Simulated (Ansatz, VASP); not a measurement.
## Au: VASP beside Ansatz

```xyz
1
Lattice="0.0000 2.0783 2.0783 2.0783 0.0000 2.0783 2.0783 2.0783 0.0000" Properties=species:S:1:pos:R:3 pbc="T T T"
Au    0.0000    0.0000    0.0000
```

Alike in both runs: task single point; functional PBE; k mesh 13 × 13 × 13; occupations gaussian, width 0.1 eV; no spin polarisation.

|  | VASP | Ansatz |
| --- | --- | --- |
| version | VASP 6.6.1 | Ansatz 0.2.0 |
| potentials or method | VASP PAW PBE potentials, release 64 (Au), cutoff 520 eV | plane waves (420 eV) with PAW, scalar-relativistic |
| valence electrons in the cell | 11 | 19 |

```tsv
	VASP	Ansatz	Ansatz less VASP
pressure (GPa)	-0.4	-0.2	+0.23
```

VASP's potentials hold 11 valence electrons a cell and Ansatz's 19, so a difference there can come from the potentials and not from the codes.

Neither program's run includes spin-orbit coupling.
